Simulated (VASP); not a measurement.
# MoS2 in VASP: single point with LDA

Aim: the single point of MoS2 with LDA.

Everything below comes from runs of VASP 6.6.1. Logs are shortened: lines on timing, memory, paths and dates and some standing lists are left out, and cuts for length are marked.

### 1 The cell of the first run

The typed cell holds 12 atoms: a = 2.951 Å, b = 2.951 Å, c = 21.356 Å, α = 90.00°, β = 90.00°, γ = 120.00°.

### 2 Single point, LDA

The input, INCAR:

```
SYSTEM = MoS2
ALGO     = Normal         ! electronic algorithm
EDIFF    = 1E-6           ! SCF threshold, eV
ENCUT    = 520            ! plane-wave cutoff, eV
GGA      = CA             ! functional
ISIF     = 2              ! what is computed and relaxed
ISMEAR   = -1             ! smearing method
LASPH    = .True.         ! aspherical terms in the spheres
LCHARG   = .False.        ! write CHGCAR
LREAL    = .False.        ! projectors in reciprocal space
LWAVE    = .False.        ! write WAVECAR
NBANDS   = 64             ! bands
NELM     = 100            ! most SCF steps
PREC     = Accurate       ! precision mode
SIGMA    = 0.05           ! smearing width, eV
```

The input, KPOINTS:

```
k-points
0
Gamma
  7 7 1
  0 0 0
```

The input, POSCAR:

```
MoS2
1.0
    2.9506744643      0.0000000000      0.0000000000
   -1.4753372322      2.5553590444      0.0000000000
    0.0000000000      0.0000000000     21.3557407273
Mo S
4 8
Direct
    0.3333333333      0.6666666667      0.1249970877
    0.3333333333      0.6666666667      0.6250017045
    0.6666666667      0.3333333333      0.3749982955
    0.6666666667      0.3333333333      0.8750029123
    0.6666666667      0.3333333333      0.0513803808
    0.6666666667      0.3333333333      0.5513826852
    0.3333333333      0.6666666667      0.3013797095
    0.3333333333      0.6666666667      0.8013861834
    0.6666666667      0.3333333333      0.1986138166
    0.6666666667      0.3333333333      0.6986202905
    0.3333333333      0.6666666667      0.4486173148
    0.3333333333      0.6666666667      0.9486196192
```

Potentials or basis: VASP PAW LDA potentials, release 64 (Mo_sv, S).

On the command line:

```bash
$ cat potpaw_LDA.64/Mo_sv/POTCAR potpaw_LDA.64/S/POTCAR > POTCAR
$ mpirun -np 1 vasp_std > vasp.out
```

OUTCAR:

```text
SYSTEM = MoS2
   EDIFF = 1E-6
   ENCUT = 520
   GGA = CA
   ISIF = 2
   ISMEAR = -1
   LASPH = .True.
   LREAL = .False.
   NELM = 100
   PREC = Accurate

 ion  position               nearest neighbor table
   1  0.333  0.667  0.125-   5 2.32   5 2.32   5 2.32   9 2.32   9 2.32   9 2.32
   2  0.333  0.667  0.625-  10 2.32  10 2.32  10 2.32   6 2.32   6 2.32   6 2.32
   3  0.667  0.333  0.375-   7 2.32   7 2.32   7 2.32  11 2.32  11 2.32  11 2.32
   4  0.667  0.333  0.875-  12 2.32  12 2.32  12 2.32   8 2.32   8 2.32   8 2.32
   5  0.667  0.333  0.051-   1 2.32   1 2.32   1 2.32  12 2.78  12 2.78  12 2.78
   6  0.667  0.333  0.551-   2 2.32   2 2.32   2 2.32  11 2.78  11 2.78  11 2.78
   7  0.333  0.667  0.301-   3 2.32   3 2.32   3 2.32   9 2.78   9 2.78   9 2.78
   8  0.333  0.667  0.801-   4 2.32   4 2.32   4 2.32  10 2.78  10 2.78  10 2.78
   9  0.667  0.333  0.199-   1 2.32   1 2.32   1 2.32   7 2.78   7 2.78   7 2.78
  10  0.667  0.333  0.699-   2 2.32   2 2.32   2 2.32   8 2.78   8 2.78   8 2.78
  11  0.333  0.667  0.449-   3 2.32   3 2.32   3 2.32   6 2.78   6 2.78   6 2.78
  12  0.333  0.667  0.949-   4 2.32   4 2.32   4 2.32   5 2.78   5 2.78   5 2.78

  LATTYP: Found a hexagonal cell.
 ALAT       =     2.9506744643
 C/A-ratio  =     7.2375794028

  Lattice vectors:

 A1 = (   2.9506744643,   0.0000000000,   0.0000000000)
 A2 = (  -1.4753372322,   2.5553590444,   0.0000000000)
 A3 = (   0.0000000000,   0.0000000000,  21.3557407273)

Analysis of symmetry for initial positions (statically):
=====================================================================
 Subroutine PRICEL returns:
 Original cell was already a primitive cell.

 Routine SETGRP: Setting up the symmetry group for a
 hexagonal supercell.

 Subroutine GETGRP returns: Found 24 space group operations
 (whereof 12 operations were pure point group operations)
 out of a pool of 24 trial point group operations.

The static configuration has the point symmetry D_3d.
 The point group associated with its full space group is D_6h.

Analysis of symmetry for dynamics (positions and initial velocities):
=====================================================================
 Subroutine PRICEL returns:
 Original cell was already a primitive cell.

 Routine SETGRP: Setting up the symmetry group for a
 hexagonal supercell.

 Subroutine GETGRP returns: Found 24 space group operations
 (whereof 12 operations were pure point group operations)
 out of a pool of 24 trial point group operations.

The dynamic configuration has the point symmetry D_3d.
 The point group associated with its full space group is D_6h.

 Subroutine INISYM returns: Found 24 space group operations
 (whereof 12 operations are pure point group operations),
 and found     1 'primitive' translations

----------------------------------------------------------------------------------------

                                     Primitive cell

  volume of cell :     161.0230

  direct lattice vectors                    reciprocal lattice vectors
     2.950674464  0.000000000  0.000000000     0.338905566  0.195667220  0.000000000
    -1.475337232  2.555359044  0.000000000     0.000000000  0.391334440  0.000000000
     0.000000000  0.000000000 21.355740727     0.000000000  0.000000000  0.046825817

  length of vectors
     2.950674464  2.950674464 21.355740727     0.391334440  0.391334440  0.046825817

  position of ions in fractional coordinates (direct lattice)
     0.333333333  0.666666667  0.124997088
     0.333333333  0.666666667  0.625001705
     0.666666667  0.333333333  0.374998295
     0.666666667  0.333333333  0.875002912
     0.666666667  0.333333333  0.051380381
     0.666666667  0.333333333  0.551382685
     0.333333333  0.666666667  0.301379709
     0.333333333  0.666666667  0.801386183
     0.666666667  0.333333333  0.198613817
     0.666666667  0.333333333  0.698620291
     0.333333333  0.666666667  0.448617315
     0.333333333  0.666666667  0.948619619

  ion indices of the primitive-cell ions
   primitive index   ion index
                 1           1
                 2           2
                 3           3
                 4           4
                 5           5
                 6           6
                 7           7
                 8           8
                 9           9
                10          10
                11          11
                12          12

----------------------------------------------------------------------------------------

 KPOINTS: k-points

Automatic generation of k-mesh.
 Grid dimensions read from file:
 generate k-points for:    7    7    1

 Generating k-lattice:

  Cartesian coordinates                     Fractional coordinates (reciprocal lattice)
     0.048415081  0.027952460  0.000000000     0.142857143  0.000000000  0.000000000
     0.000000000  0.055904920  0.000000000     0.000000000  0.142857143  0.000000000
     0.000000000  0.000000000  0.046825817     0.000000000  0.000000000  1.000000000

  Length of vectors
     0.055904920  0.055904920  0.046825817

  Shift w.r.t. Gamma in fractional coordinates (k-lattice)
     0.000000000  0.000000000  0.000000000

 Subroutine IBZKPT returns following result:
 ===========================================

 Found      8 irreducible k-points:

 Following reciprocal coordinates:
            Coordinates               Weight
  0.000000  0.000000  0.000000      1.000000
  0.142857 -0.000000  0.000000      6.000000
  0.285714  0.000000  0.000000      6.000000
  0.428571 -0.000000  0.000000      6.000000
  0.142857  0.142857  0.000000      6.000000
  0.285714  0.142857  0.000000     12.000000
  0.428571  0.142857  0.000000      6.000000
  0.285714  0.285714  0.000000      6.000000
   k-points           NKPTS =      8   k-points in BZ     NKDIM =      8   number of bands    NBANDS=     64
   number of dos      NEDOS =    301   number of ions     NIONS =     12
   total plane-waves  NPLWV =  92160
   dimension x,y,z NGX =    24 NGY =   24 NGZ =  160
   dimension x,y,z NGXF=    48 NGYF=   48 NGZF=  320
   ions per type =               4   8
   NGX,Y,Z   is equivalent  to a cutoff of  13.52, 13.52, 12.46 a.u.
   NGXF,Y,Z  is equivalent  to a cutoff of  27.04, 27.04, 24.91 a.u.
 SYSTEM =  MoS2
   PREC   = accura    normal or accurate (medium, high low for compatibility)
   ISTART =      0    job   : 0-new  1-cont  2-samecut
   ICHARG =      2    charge: 1-file 2-atom 10-const
   ISPIN  =      1    spin polarized calculation?
   LNONCOLLINEAR =      F non collinear calculations
   LSORBIT =      F    spin-orbit coupling
   LASPH  =      T    aspherical Exc in radial PAW
   ENCUT  =  520.0 eV  38.22 Ry    6.18 a.u.   5.49  5.49 39.71*2*pi/ulx,y,z
   NELM   =    100;   NELMIN=  2; NELMDL= -5     # of ELM steps
   EDIFF  = 0.1E-05   stopping-criterion for ELM
   LREAL  =      F    real-space projection
   EDIFFG = 0.1E-04   stopping-criterion for IOM
   NSW    =      0    number of steps for IOM
   IBRION =     -1    ionic relax: 0-MD 1-quasi-New 2-CG
   NFREE  =      0    steps in history (QN), initial steepest desc. (CG)
   ISIF   =      2    stress and relaxation
   ISYM   =      2    0-nonsym 1-usesym 2-fastsym
   POTIM  = 0.5000    time-step for ionic-motion
   TEBEG  =    0.0;   TEEND  =   0.0 temperature during run
   PSTRESS=    0.0 pullay stress
   NELECT =     104.0000    total number of electrons
   NUPDOWN=      -1.0000    fix difference up-down
   EMIN   =  10.00;   EMAX   =-10.00  energy-range for DOS
   EFERMI =   0.00;   METHOD = LEGACY
   ISMEAR =    -1;   SIGMA  =   0.05  broadening in eV -4-tet -1-fermi 0-gaus
   EFERMI_NEDOS =   21; number of points for ismear=-14 and -15
   IALGO  =     38    algorithm
   IMIX   =      4    mixing-type and parameters
     AMIX     =   0.40;   BMIX     =  1.00
     AMIX_MAG =   1.60;   BMIX_MAG =  1.00
  volume/ion in A,a.u.               =      13.42        90.55
  Fermi-wavevector in a.u.,A,eV,Ry     =   1.415109  2.674169 27.246134  2.002534
  Thomas-Fermi vector in A             =   2.536582
   LORBIT       =      0    0 simple, 1 ext, 2 COOP (PROOUT), +10 PAW based schemes
   GGA     = CA    functional components
   LHFCALC =     F    Hartree Fock is set to
   AEXX    =    0.0000 exact exchange contribution
   IVDW    =     0    specifies the selected vdW correction
   LEPSILON=     F    determine dielectric tensor
   LRPA    =     F    only Hartree local field effects (RPA)
 non-spin polarized calculation
  energy-cutoff  :      520.00
  volume of cell :      161.02
 maximum number of plane-waves:      4395
 NGX is ok and might be reduce to    24
   NGX = 11   NGY = 11   NGZ = 79

 number of electron     104.0000009 magnetization

 Free energy of the ion-electron system (eV)
  ---------------------------------------------------
  ext. energy  EPLUGINS =         0.00000000
  ---------------------------------------------------
  free energy    TOTEN  =       -94.88932828 eV

  energy without entropy =      -94.87475406  energy(sigma->0) =      -94.88204117

 E-fermi :  12.0977     XC(G=0): -12.7418

 val. band max:       11.9117736980   @ k =   0.0000   0.0000   0.0000
 cond. band min:      12.1284409329   @ k =   0.1429   0.1429   0.0000
 fundamental gap:      0.2166672348
 Fermi energy:        12.0977441199

 k-point     1 :       0.0000    0.0000    0.0000
  band No.  band energies     occupation
      1     -49.3636      2.00000
      2     -49.3631      2.00000
      3     -49.3629      2.00000
      4     -49.3608      2.00000
      5     -23.9180      2.00000
      6     -23.9168      2.00000
[... 56 lines left out ...]
     63      14.4784      0.00000
     64      14.4807      0.00000

 k-point     2 :       0.1429   -0.0000    0.0000
  band No.  band energies     occupation
      1     -49.3441      2.00000
      2     -49.3437      2.00000
      3     -49.3434      2.00000
      4     -49.3414      2.00000
      5     -23.8848      2.00000
      6     -23.8836      2.00000
[... 458 lines left out ...]
     63      14.9561      0.00000
     64      15.2375      0.00000

------------------------ aborting loop because EDIFF is reached ----------------------------------------

  FORCE on cell =-STRESS in cart. coord.  units (eV):
  Direction    XX          YY          ZZ          XY          YZ          ZX
  --------------------------------------------------------------------------------------
  -------------------------------------------------------------------------------------
  Total       30.3982372     30.3982372     30.4165268     -0.0000000      0.0000000     -0.0000000
  in kB      302.4622048    302.4622048    302.6441865     -0.0000000      0.0000000     -0.0000000
  external PRESSURE =     302.5228653 kB  Pullay stress =       0.0000000 kB

 VOLUME and BASIS-vectors are now :
 -----------------------------------------------------------------------------
  energy-cutoff  :      520.00
  volume of cell :      161.02
      direct lattice vectors                 reciprocal lattice vectors
     2.950674464  0.000000000  0.000000000     0.338905566  0.195667220  0.000000000
    -1.475337232  2.555359044  0.000000000     0.000000000  0.391334440  0.000000000
     0.000000000  0.000000000 21.355740727     0.000000000  0.000000000  0.046825817

 POSITION                                       TOTAL-FORCE (eV/Angst)
 -----------------------------------------------------------------------------------
     -0.00000      1.70357      2.66941        -0.000000     -0.000000     -0.000000
     -0.00000      1.70357     13.34737         0.000000     -0.000000      0.000000
      1.47534      0.85179      8.00837        -0.000000      0.000000      0.028548
      1.47534      0.85179     18.68634        -0.000000      0.000000     -0.028548
      1.47534      0.85179      1.09727         0.000000     -0.000000     -0.004903
      1.47534      0.85179     11.77519        -0.000000     -0.000000      0.005869
     -0.00000      1.70357      6.43619         0.000000      0.000000      0.010669
     -0.00000      1.70357     17.11420        -0.000000     -0.000000     -0.009702
      1.47534      0.85179      4.24155         0.000000     -0.000000      0.004903
      1.47534      0.85179     14.91955        -0.000000     -0.000000     -0.005869
     -0.00000      1.70357      9.58056        -0.000000     -0.000000      0.009702
     -0.00000      1.70357     20.25847         0.000000      0.000000     -0.010669
 -----------------------------------------------------------------------------------
    total drift:                               -0.101965     -0.058869      0.136502

  FREE ENERGIE OF THE ION-ELECTRON SYSTEM (eV)
  ---------------------------------------------------
  free  energy   TOTEN  =       -94.8893282811 eV

  energy  without entropy=      -94.8747540579  energy(sigma->0) =      -94.88204117
```

It took 56 s on 1 thread of Intel Xeon 6975P-C (Granite Rapids), shared host; peak memory 0.25 GiB.

What came out:

| Property | Result |
| --- | --- |
| Free energy | -94.8893 eV |
| Pressure | 30.3 GPa |
| Largest force | 0.029 eV/Å |
| Band gap on the k mesh | zero (bands 52 and 53 overlap by 0.20 eV) |

Forces in eV/Å, atoms in the order of the input:
```
Mo   0.000  0.000  0.000
Mo   0.000  0.000  0.000
Mo   0.000  0.000  0.029
Mo   0.000  0.000 -0.029
S    0.000  0.000 -0.005
S    0.000  0.000  0.006
S    0.000  0.000  0.011
S    0.000  0.000 -0.010
S    0.000  0.000  0.005
S    0.000  0.000 -0.006
S    0.000  0.000  0.010
S    0.000  0.000 -0.011
```

Caveat: the cell stands under pressure.

The gap in the log of VASP goes by the Fermi energy; the results here count the filled bands.